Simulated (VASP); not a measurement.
# Cr in VASP: single point with BLYP

Aim: the single point of Cr with BLYP.

All numbers are computed with VASP 6.6.1; they aren't measurements. Logs are shortened: lines on timing, memory, paths and dates and some standing lists are left out, and cuts for length are marked.

**1. The cell of the first run**

The cell holds a atom, 1 atom: a = 14.000 Å, b = 14.400 Å, c = 14.800 Å, α = 90.00°, β = 90.00°, γ = 90.00°.

**2. Single point, BLYP, collinear spin, ferromagnetic start**

INCAR reads:

```
SYSTEM = Cr
PREC = Accurate
ENCUT = 400
EDIFF = 1E-6
ISMEAR = -1
SIGMA = 0.01
LREAL = .False.
LASPH = .True.
NELM = 200
ALGO = Normal
ISIF = 2
LWAVE = .False.
LCHARG = .False.
ISPIN = 2
MAGMOM = 4
LORBIT = 11
LMAXMIX = 4
GGA = B5
ALDAX = 1.0
AGGAX = 1.0
AGGAC = 1.0
ALDAC = 0.0
ISYM = 0
NBANDS = 16
GGA_COMPAT = .False.
```

KPOINTS reads:

```
Automatic mesh
0
Gamma
  1 1 1
  0 0 0
```

POSCAR reads:

```
Cr
1.0
   14.0000000000      0.0000000000      0.0000000000
    0.0000000000     14.4000000000      0.0000000000
    0.0000000000      0.0000000000     14.8000000000
Cr
1
Direct
    0.5000000000      0.5000000000      0.5000000000
```

Potentials or basis: VASP PAW PBE potentials, release 64 (Cr_pv).

Launch:

```bash
$ cat potpaw_PBE.64/Cr_pv/POTCAR > POTCAR
$ mpirun -np 1 vasp_gam > vasp.out
```

OUTCAR:

```text
SYSTEM = Cr
   PREC = Accurate
   ENCUT = 400
   EDIFF = 1E-6
   ISMEAR = -1
   LREAL = .False.
   LASPH = .True.
   NELM = 200
   ISIF = 2
   ISPIN = 2
   LORBIT = 11
   GGA = B5
   ISYM = 0

 ion  position               nearest neighbor table
   1  0.500  0.500  0.500-

IMPORTANT INFORMATION: All symmetrisations will be switched off!
NOSYMM: (Re-)initialisation of all symmetry stuff for point group C_1.

----------------------------------------------------------------------------------------

                                     Primitive cell

  volume of cell :    2983.6800

  direct lattice vectors                    reciprocal lattice vectors
    14.000000000  0.000000000  0.000000000     0.071428571  0.000000000  0.000000000
     0.000000000 14.400000000  0.000000000     0.000000000  0.069444444  0.000000000
     0.000000000  0.000000000 14.800000000     0.000000000  0.000000000  0.067567568

  length of vectors
    14.000000000 14.400000000 14.800000000     0.071428571  0.069444444  0.067567568

  position of ions in fractional coordinates (direct lattice)
     0.500000000  0.500000000  0.500000000

  ion indices of the primitive-cell ions
   primitive index   ion index
                 1           1

----------------------------------------------------------------------------------------

 KPOINTS: Automatic mesh

Automatic generation of k-mesh.
 Grid dimensions read from file:
 generate k-points for:    1    1    1

 Generating k-lattice:

  Cartesian coordinates                     Fractional coordinates (reciprocal lattice)
     0.071428571  0.000000000  0.000000000     1.000000000  0.000000000  0.000000000
     0.000000000  0.069444444  0.000000000     0.000000000  1.000000000  0.000000000
     0.000000000  0.000000000  0.067567568     0.000000000  0.000000000  1.000000000

  Length of vectors
     0.071428571  0.069444444  0.067567568

  Shift w.r.t. Gamma in fractional coordinates (k-lattice)
     0.000000000  0.000000000  0.000000000

 Subroutine IBZKPT returns following result:
 ===========================================

 Found      1 irreducible k-points:

 Following reciprocal coordinates:
            Coordinates               Weight
  0.000000  0.000000  0.000000      1.000000
   k-points           NKPTS =      1   k-points in BZ     NKDIM =      1   number of bands    NBANDS=     16
   number of dos      NEDOS =    301   number of ions     NIONS =      1
   total plane-waves  NPLWV = 903168
   dimension x,y,z NGX =    96 NGY =   96 NGZ =   98
   dimension x,y,z NGXF=   192 NGYF=  192 NGZF=  196
   ions per type =               1
   NGX,Y,Z   is equivalent  to a cutoff of  11.40, 11.08, 11.01 a.u.
   NGXF,Y,Z  is equivalent  to a cutoff of  22.80, 22.17, 22.02 a.u.
 SYSTEM =  Cr
   PREC   = accura    normal or accurate (medium, high low for compatibility)
   ISTART =      0    job   : 0-new  1-cont  2-samecut
   ICHARG =      2    charge: 1-file 2-atom 10-const
   ISPIN  =      2    spin polarized calculation?
   LNONCOLLINEAR =      F non collinear calculations
   LSORBIT =      F    spin-orbit coupling
   LASPH  =      T    aspherical Exc in radial PAW
   ENCUT  =  400.0 eV  29.40 Ry    5.42 a.u.  22.83 23.48 24.14*2*pi/ulx,y,z
   NELM   =    200;   NELMIN=  2; NELMDL= -5     # of ELM steps
   EDIFF  = 0.1E-05   stopping-criterion for ELM
   LREAL  =      F    real-space projection
   EDIFFG = 0.1E-04   stopping-criterion for IOM
   NSW    =      0    number of steps for IOM
   IBRION =     -1    ionic relax: 0-MD 1-quasi-New 2-CG
   NFREE  =      0    steps in history (QN), initial steepest desc. (CG)
   ISIF   =      2    stress and relaxation
   ISYM   =      0    0-nonsym 1-usesym 2-fastsym
   POTIM  = 0.5000    time-step for ionic-motion
   TEBEG  =    0.0;   TEEND  =   0.0 temperature during run
   PSTRESS=    0.0 pullay stress
   NELECT =      12.0000    total number of electrons
   NUPDOWN=      -1.0000    fix difference up-down
   EMIN   =  10.00;   EMAX   =-10.00  energy-range for DOS
   EFERMI =   0.00;   METHOD = LEGACY
   ISMEAR =    -1;   SIGMA  =   0.01  broadening in eV -4-tet -1-fermi 0-gaus
   EFERMI_NEDOS =   21; number of points for ismear=-14 and -15
   IALGO  =     38    algorithm
   IMIX   =      4    mixing-type and parameters
     AMIX     =   0.40;   BMIX     =  1.00
     AMIX_MAG =   1.60;   BMIX_MAG =  1.00
  volume/ion in A,a.u.               =    2983.68     20134.87
  Fermi-wavevector in a.u.,A,eV,Ry     =   0.260346  0.491983  0.922205  0.067780
  Thomas-Fermi vector in A             =   1.088001
   LORBIT       =     11    0 simple, 1 ext, 2 COOP (PROOUT), +10 PAW based schemes
   GGA     = B5    functional components
   LHFCALC =     F    Hartree Fock is set to
   AEXX    =    0.0000 exact exchange contribution
   IVDW    =     0    specifies the selected vdW correction
   LEPSILON=     F    determine dielectric tensor
   LRPA    =     F    only Hartree local field effects (RPA)
 spin polarized calculation
  energy-cutoff  :      400.00
  volume of cell :     2983.68
 maximum number of plane-waves:     27122
 NGX is ok and might be reduce to    90
   NGX = 45   NGY = 47   NGZ = 49

 number of electron      12.0000014 magnetization       5.9988988

 Free energy of the ion-electron system (eV)
  ---------------------------------------------------
  ext. energy  EPLUGINS =         0.00000000
  ---------------------------------------------------
  free energy    TOTEN  =        -4.80963788 eV

  energy without entropy =       -4.80963788  energy(sigma->0) =       -4.80963788

 E-fermi :  -3.1469     XC(G=0):  -0.2274

 val. band max:       -3.4023593625   @ k =   0.0000   0.0000   0.0000
 cond. band min:      -1.8592901671   @ k =   0.0000   0.0000   0.0000
 fundamental gap:      1.5430691954
 Fermi energy:        -3.1468821979

 spin component 1

 k-point     1 :       0.0000    0.0000    0.0000
  band No.  band energies     occupation
      1     -45.8328      1.00000
      2     -45.8328      1.00000
      3     -45.8324      1.00000
      4      -4.1829      1.00000
      5      -3.4028      1.00000
      6      -3.4027      1.00000
[... 8 lines left out ...]
     15       0.6551      0.00000
     16       0.7728      0.00000
 Fermi energy:        -3.1468821979

 spin component 2

 k-point     1 :       0.0000    0.0000    0.0000
  band No.  band energies     occupation
      1     -41.6949      1.00000
      2     -41.6949      1.00000
      3     -41.6948      1.00000
      4      -1.8593      0.00000
      5       0.1172      0.00000
      6       0.1187      0.00000
[... 8 lines left out ...]
     15       0.8011      0.00000
     16       1.0169      0.00000

------------------------ aborting loop because EDIFF is reached ----------------------------------------

  FORCE on cell =-STRESS in cart. coord.  units (eV):
  Direction    XX          YY          ZZ          XY          YZ          ZX
  --------------------------------------------------------------------------------------
  -------------------------------------------------------------------------------------
  Total       -0.1011717     -0.1006644     -0.0982489     -0.0000089      0.0000037     -0.0007383
  in kB       -0.0543272     -0.0540548     -0.0527577     -0.0000048      0.0000020     -0.0003964
  external PRESSURE =      -0.0537133 kB  Pullay stress =       0.0000000 kB

 VOLUME and BASIS-vectors are now :
 -----------------------------------------------------------------------------
  energy-cutoff  :      400.00
  volume of cell :     2983.68
      direct lattice vectors                 reciprocal lattice vectors
    14.000000000  0.000000000  0.000000000     0.071428571  0.000000000  0.000000000
     0.000000000 14.400000000  0.000000000     0.000000000  0.069444444  0.000000000
     0.000000000  0.000000000 14.800000000     0.000000000  0.000000000  0.067567568

 POSITION                                       TOTAL-FORCE (eV/Angst)
 -----------------------------------------------------------------------------------
      7.00000      7.20000      7.40000         0.000250     -0.000007     -0.000585
 -----------------------------------------------------------------------------------
    total drift:                                0.000250     -0.000007     -0.000585

  FREE ENERGIE OF THE ION-ELECTRON SYSTEM (eV)
  ---------------------------------------------------
  free  energy   TOTEN  =        -4.8096378815 eV

  energy  without entropy=       -4.8096378815  energy(sigma->0) =       -4.80963788

 total charge

# of ion       s       p       d       tot
------------------------------------------
    1        0.237   5.974   4.337  10.547

 magnetization (x)

# of ion       s       p       d       tot
------------------------------------------
    1        0.237  -0.002   4.337   4.572
```

Wall time 7.5 min (1 thread of AMD EPYC 7R43 (Zen 3), shared host); peak memory 1.9 GiB.

Results:

```
Free energy                                           : -4.8096 eV
Pressure                                              : 0.0 GPa
Band gap on the k mesh                                : 1.54 eV
Net moment                                            : 6.00 μB per cell
Site moments                                          : Cr +4.57 μB
Valence electrons inside the program's atomic spheres : Cr 10.55
```

Caveat: the PAW data sets were made with another functional, which shifts forces and pressure a little.
